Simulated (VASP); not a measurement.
# LiNbO3 (Pm-3m) in VASP: dielectric tensor with PBE

Aim: the dielectric tensor of LiNbO3 with PBE.

Everything below comes from runs of VASP 6.6.1. Logs are shortened: lines on timing, memory, paths and dates and some standing lists are left out, and cuts for length are marked.

## (1) The cell of the first run

Symmetry: Pm-3m, No. 221, cubic system. Conventional cell: a = 3.933 Å, b = 3.933 Å, c = 3.933 Å, α = 90.00°, β = 90.00°, γ = 90.00°. Li (site symmetry m-3m) has 12 O at 2.78 Å and 8 Nb at 3.41 Å within 3.7 Å. Nb (site symmetry m-3m) has 6 O at 1.97 Å within 2.6 Å. Within 2.6 Å of O (site symmetry 4/mmm) lie 2 Nb at 1.97 Å.

## (2) Dielectric tensor, PBE

Input file INCAR:

```
ALGO     = Normal         # electronic algorithm
EDIFF    = 1E-8           # SCF threshold, eV
ENCUT    = 520            # plane-wave cutoff, eV
GGA      = PE             # functional
ISIF     = 2              # what is computed and relaxed
ISMEAR   = 0              # smearing method
LASPH    = True           # aspherical terms in the spheres
LCHARG   = False          # write CHGCAR
LEPSILON = True           # dielectric tensor by DFPT
LREAL    = False          # projectors in reciprocal space
LWAVE    = False          # write WAVECAR
NELM     = 60             # most SCF steps
PREC     = Accurate       # precision mode
SIGMA    = 0.01           # smearing width, eV
```

Input file KPOINTS:

```
k-points
0
Gamma
  6 6 6
```

Input file POSCAR:

```
LiNbO3
1.0
    3.9331683584      0.0000000000      0.0000000000
    0.0000000000      3.9331683584      0.0000000000
    0.0000000000      0.0000000000      3.9331683584
Li Nb O
1 1 3
Direct
    0.0000000000      0.0000000000      0.0000000000
    0.5000000000      0.5000000000      0.5000000000
    0.5000000000      0.5000000000      0.0000000000
    0.5000000000      0.0000000000      0.5000000000
    0.0000000000      0.5000000000      0.5000000000
```

Potentials or basis: VASP PAW PBE potentials, release 64 (Li_sv, Nb_sv, O).

Run with:

```
$ cat potpaw_PBE.64/Li_sv/POTCAR potpaw_PBE.64/Nb_sv/POTCAR potpaw_PBE.64/O/POTCAR > POTCAR
$ mpirun -np 1 vasp_std > vasp.out
```

OUTCAR:

```text
EDIFF = 1E-8
   ENCUT = 520
   GGA = PE
   ISIF = 2
   ISMEAR = 0
   LASPH = True
   LEPSILON = True
   LREAL = False
   NELM = 60
   PREC = Accurate

 ion  position               nearest neighbor table
   1  0.000  0.000  0.000-
   2  0.500  0.500  0.500-   3 1.97   4 1.97   5 1.97   3 1.97   4 1.97   5 1.97
   3  0.500  0.500  0.000-   2 1.97   2 1.97
   4  0.500  0.000  0.500-   2 1.97   2 1.97
   5  0.000  0.500  0.500-   2 1.97   2 1.97

  LATTYP: Found a simple cubic cell.
 ALAT       =     3.9331683584

  Lattice vectors:

 A1 = (   3.9331683584,   0.0000000000,   0.0000000000)
 A2 = (   0.0000000000,   3.9331683584,   0.0000000000)
 A3 = (   0.0000000000,   0.0000000000,   3.9331683584)

Analysis of symmetry for initial positions (statically):
=====================================================================
 Subroutine PRICEL returns:
 Original cell was already a primitive cell.

 Routine SETGRP: Setting up the symmetry group for a
 simple cubic supercell.

 Subroutine GETGRP returns: Found 48 space group operations
 (whereof 48 operations were pure point group operations)
 out of a pool of 48 trial point group operations.

The static configuration has the point symmetry O_h .

Analysis of symmetry for dynamics (positions and initial velocities):
=====================================================================
 Subroutine PRICEL returns:
 Original cell was already a primitive cell.

 Routine SETGRP: Setting up the symmetry group for a
 simple cubic supercell.

 Subroutine GETGRP returns: Found 48 space group operations
 (whereof 48 operations were pure point group operations)
 out of a pool of 48 trial point group operations.

The dynamic configuration has the point symmetry O_h .

 Subroutine INISYM returns: Found 48 space group operations
 (whereof 48 operations are pure point group operations),
 and found     1 'primitive' translations

----------------------------------------------------------------------------------------

                                     Primitive cell

  volume of cell :      60.8454

  direct lattice vectors                    reciprocal lattice vectors
     3.933168358  0.000000000  0.000000000     0.254247952  0.000000000  0.000000000
     0.000000000  3.933168358  0.000000000     0.000000000  0.254247952  0.000000000
     0.000000000  0.000000000  3.933168358     0.000000000  0.000000000  0.254247952

  length of vectors
     3.933168358  3.933168358  3.933168358     0.254247952  0.254247952  0.254247952

  position of ions in fractional coordinates (direct lattice)
     0.000000000  0.000000000  0.000000000
     0.500000000  0.500000000  0.500000000
     0.500000000  0.500000000  0.000000000
     0.500000000  0.000000000  0.500000000
     0.000000000  0.500000000  0.500000000

  ion indices of the primitive-cell ions
   primitive index   ion index
                 1           1
                 2           2
                 3           3
                 4           4
                 5           5

----------------------------------------------------------------------------------------

 KPOINTS: k-points

Automatic generation of k-mesh.
 Grid dimensions read from file:
 generate k-points for:    6    6    6

 Generating k-lattice:

  Cartesian coordinates                     Fractional coordinates (reciprocal lattice)
     0.042374659  0.000000000  0.000000000     0.166666667  0.000000000  0.000000000
     0.000000000  0.042374659  0.000000000     0.000000000  0.166666667  0.000000000
     0.000000000  0.000000000  0.042374659     0.000000000  0.000000000  0.166666667
[... 81 lines left out ...]
   LEPSILON=     T    determine dielectric tensor
   LRPA    =     F    only Hartree local field effects (RPA)
 non-spin polarized calculation
 Gauss-broadening in eV      SIGMA  =   0.01
  energy-cutoff  :      520.00
  volume of cell :       60.85
 maximum number of plane-waves:      1662
 NGX is ok and might be reduce to    30
   NGX = 15   NGY = 15   NGZ = 15

--------------------------------------- Ionic step        1  -------------------------------------------

 number of electron      33.9999990 magnetization

 E-fermi :   3.4583     XC(G=0):  -9.9875

 val. band max:        3.3598766344   @ k =   0.5000   0.5000   0.5000
 cond. band min:       5.0759356773   @ k =   0.0000   0.0000   0.0000
 fundamental gap:      1.7160590429
 Fermi energy:         3.4583319656

 k-point     1 :       0.0000    0.0000    0.0000
  band No.  band energies     occupation
      1     -51.4464      2.00000
      2     -42.2299      2.00000
      3     -27.5498      2.00000
      4     -27.5498      2.00000
      5     -27.5498      2.00000
      6     -14.0956      2.00000
[... 469 lines left out ...]
     20       9.0037      0.00000
     21      10.2592      0.00000

  FORCE on cell =-STRESS in cart. coord.  units (eV):
  Direction    XX          YY          ZZ          XY          YZ          ZX
  --------------------------------------------------------------------------------------
  -------------------------------------------------------------------------------------
  Total        1.1035090      1.1035090      1.1035090     -0.0000000      0.0000000     -0.0000000
  in kB       29.0575409     29.0575409     29.0575409     -0.0000000      0.0000000     -0.0000000
  external PRESSURE =      29.0575409 kB  Pullay stress =       0.0000000 kB

 VOLUME and BASIS-vectors are now :
 -----------------------------------------------------------------------------
  energy-cutoff  :      520.00
  volume of cell :       60.85
      direct lattice vectors                 reciprocal lattice vectors
     3.933168358  0.000000000  0.000000000     0.254247952  0.000000000  0.000000000
     0.000000000  3.933168358  0.000000000     0.000000000  0.254247952  0.000000000
     0.000000000  0.000000000  3.933168358     0.000000000  0.000000000  0.254247952

 POSITION                                       TOTAL-FORCE (eV/Angst)
 -----------------------------------------------------------------------------------
      0.00000      0.00000      0.00000         0.000000      0.000000      0.000000
      1.96658      1.96658      1.96658         0.000000      0.000000      0.000000
      1.96658      1.96658      0.00000         0.000000      0.000000      0.000000
      1.96658      0.00000      1.96658         0.000000      0.000000      0.000000
      0.00000      1.96658      1.96658         0.000000      0.000000      0.000000
 -----------------------------------------------------------------------------------
    total drift:                                0.000000      0.000000     -0.000000

  FREE ENERGIE OF THE ION-ELECTRON SYSTEM (eV)
  ---------------------------------------------------
  free  energy   TOTEN  =       -39.1954985503 eV

  energy  without entropy=      -39.1954985503  energy(sigma->0) =      -39.19549855

 HEAD OF MICROSCOPIC STATIC DIELECTRIC TENSOR (INDEPENDENT PARTICLE, excluding Hartree and local field effects)
 ------------------------------------------------------
           6.302497     0.000000     0.000000
           0.000000     6.302497     0.000000
          -0.000000    -0.000000     6.302497
 ------------------------------------------------------

 Free energy of the ion-electron system (eV)
  ---------------------------------------------------
  ---------------------------------------------------
  free energy    TOTEN  =        -0.93053709 eV

  energy without entropy =       -0.93053709

------------------------ aborting loop because EDIFF is reached ----------------------------------------

--------------------------------------- Ionic step        2  -------------------------------------------

------------------------ aborting loop because EDIFF is reached ----------------------------------------

--------------------------------------- Ionic step        3  -------------------------------------------

 Free energy of the ion-electron system (eV)
  ---------------------------------------------------
  ---------------------------------------------------
  free energy    TOTEN  =        -0.93053872 eV

  energy without entropy =       -0.93053872

------------------------ aborting loop because EDIFF is reached ----------------------------------------

 PIEZOELECTRIC TENSOR FIELD DIRECTION 3  (e Angst)
 -----------------------------------------------------------------------------
     0.00611  0.00000  0.00000           ( -0.00006  0.00000  0.00000)
     0.00000  0.00611 -0.00000           (  0.00000 -0.00006  0.00000)
     0.00000  0.00000 -0.01103           (  0.00000  0.00000  0.00014)

 PIEZOELECTRIC TENSOR FIELD DIRECTION 3  (C/m^2)
 -----------------------------------------------------------------------------
     0.00161  0.00000  0.00000
     0.00000  0.00161 -0.00000
     0.00000  0.00000 -0.00290

 MACROSCOPIC STATIC DIELECTRIC TENSOR (including local field effects in DFT)
 ------------------------------------------------------
           6.217803     0.000000    -0.000000
          -0.000000     6.217803    -0.000000
           0.000000    -0.000000     6.217803
 ------------------------------------------------------

 PIEZOELECTRIC TENSOR (including local field effects)  for field in x, y, z        (e  Angst)
          XX          YY          ZZ          XY          YZ          ZX
  --------------------------------------------------------------------------------
  x     0.00000     0.00000     0.00000     0.00000     0.00000     0.00000
  y     0.00000     0.00000     0.00000     0.00000     0.00000     0.00000
  z     0.00000     0.00000     0.00000     0.00000     0.00000     0.00000

 PIEZOELECTRIC TENSOR (including local field effects)  for field in x, y, z        (C/m^2)
          XX          YY          ZZ          XY          YZ          ZX
  --------------------------------------------------------------------------------
  x     0.00000     0.00000     0.00000     0.00000     0.00000     0.00000
  y     0.00000     0.00000     0.00000     0.00000     0.00000     0.00000
  z     0.00000     0.00000     0.00000     0.00000     0.00000     0.00000

 BORN EFFECTIVE CHARGES (including local field effects) (in |e|, cummulative output)
 ---------------------------------------------------------------------------------
 ion    1
    1     1.25430    -0.00000    -0.00000
    2    -0.00000     1.25430    -0.00000
    3    -0.00000    -0.00000     1.25430
 ion    2
    1     9.52553    -0.00000    -0.00000
    2     0.00000     9.52553     0.00000
    3     0.00000    -0.00000     9.52553
 ion    3
    1    -1.71230    -0.00000    -0.00000
    2    -0.00000    -1.71230     0.00000
    3    -0.00000    -0.00000    -7.35523
 ion    4
    1    -1.71230     0.00000     0.00000
    2    -0.00000    -7.35523     0.00000
    3     0.00000    -0.00000    -1.71230
 ion    5
    1    -7.35523     0.00000    -0.00000
    2     0.00000    -1.71230     0.00000
    3     0.00000     0.00000    -1.71230
```

Run time: 13 min. Hardware: 1 thread of AMD EPYC 9R45 (Zen 5), shared host; peak memory 0.25 GiB.

Results:

```
Band gap on the k mesh                  : 1.72 eV, indirect (least direct gap 2.51 eV)
Electronic dielectric tensor (diagonal) : 6.22
Born charges (mean of the diagonal)     : Li +1.25; Nb +9.53; O -3.59 e
```

Electronic dielectric tensor:
```
6.22 0.00 0.00
0.00 6.22 0.00
0.00 0.00 6.22
```

Born effective charge tensors (e):
atom 1, Li
```
1.25 0.00 0.00
0.00 1.25 0.00
0.00 0.00 1.25
```
atom 2, Nb
```
9.53 0.00 0.00
0.00 9.53 0.00
0.00 0.00 9.53
```
atom 3, O
```
-1.71  0.00  0.00
 0.00 -1.71  0.00
 0.00  0.00 -7.36
```
atom 4, O
```
-1.71  0.00  0.00
 0.00 -7.36  0.00
 0.00  0.00 -1.71
```
atom 5, O
```
-7.36  0.00  0.00
 0.00 -1.71  0.00
 0.00  0.00 -1.71
```

Caveat: the cutoff is under 1.25 times the usual one of these potentials, so pressure, stress and relaxed cells hold a basis-set (Pulay) error.
